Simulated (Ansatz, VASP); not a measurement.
This is a calculation of TiPt3 for Ansatz 0.2.0.

Contents of input.yaml:

```yaml
crystal:
  lattice:
    - [3.8443313815, 0.0, 0.0]
    - [0.0, 3.8443313815, 0.0]
    - [0.0, 0.0, 3.8443313815]
  atoms:
    - { symbol: Pt, position: [0.5, 0.5, 0.0] }
    - { symbol: Pt, position: [0.5, 0.0, 0.5] }
    - { symbol: Pt, position: [0.0, 0.5, 0.5] }
    - { symbol: Ti, position: [0.0, 0.0, 0.0] }
hamiltonian:
  xc: lda
  pseudopotentials: { kind: paw }
kpoints:
  mp_grid: { grid: [7, 7, 7] }
scf:
  occupations: { method: fermi_dirac, width: 0.05 }
output:
  forces: true
  stress: true
  eigenvalues: true
```

Potentials or basis: Ansatz PAW.

Command:

```sh
$ ansatz run input.yaml --threads 2 --pin off --max-ram 5632MiB --backend cpu --events-out ev --progress --plain --runs-dir out
```

Task: Translate it to VASP 6.6.1. Potentials there: VASP PAW LDA potentials, release 64 (Pt, Ti_sv).

Result: As run (the cutoff follows the program's own potentials):

The input INCAR:

```
PREC = Accurate
ENCUT = 520
EDIFF = 1E-6
ISMEAR = -1
SIGMA = 0.05
LREAL = False
LASPH = True
NELM = 60
ALGO = Normal
ISIF = 2
LWAVE = False
LCHARG = False
GGA = CA
NBANDS = 29
```

Contents of KPOINTS:

```
regular mesh
0
Gamma
  7 7 7
```

Contents of POSCAR:

```
TiPt3
1.0
    3.8443313815      0.0000000000      0.0000000000
    0.0000000000      3.8443313815      0.0000000000
    0.0000000000      0.0000000000      3.8443313815
Pt Ti
3 1
Direct
    0.5000000000      0.5000000000      0.0000000000
    0.5000000000      0.0000000000      0.5000000000
    0.0000000000      0.5000000000      0.5000000000
    0.0000000000      0.0000000000      0.0000000000
```

Potentials or basis: VASP PAW LDA potentials, release 64 (Pt, Ti_sv).

The run is started by

```sh
$ cat potpaw_LDA.64/Pt/POTCAR potpaw_LDA.64/Ti_sv/POTCAR > POTCAR
$ mpirun -np 1 vasp_std > vasp.out
```

Both were run:

|  | VASP | Ansatz | Ansatz less VASP |
| --- | --- | --- | --- |
| gap on the k mesh at the Fermi level (eV) | none | none | - |
| pressure (GPa) | 7.5 | 6.6 | -0.85 |

LDA's correlation is that of Perdew and Zunger in VASP and of Perdew and Wang (1992) in Ansatz. A gap of «none» marks a metal or a gap that the smearing closes. VASP's potentials hold 42 valence electrons a cell and Ansatz's 66, so a difference there can come from the potentials and not from the codes.

Neither program's run includes spin-orbit coupling.
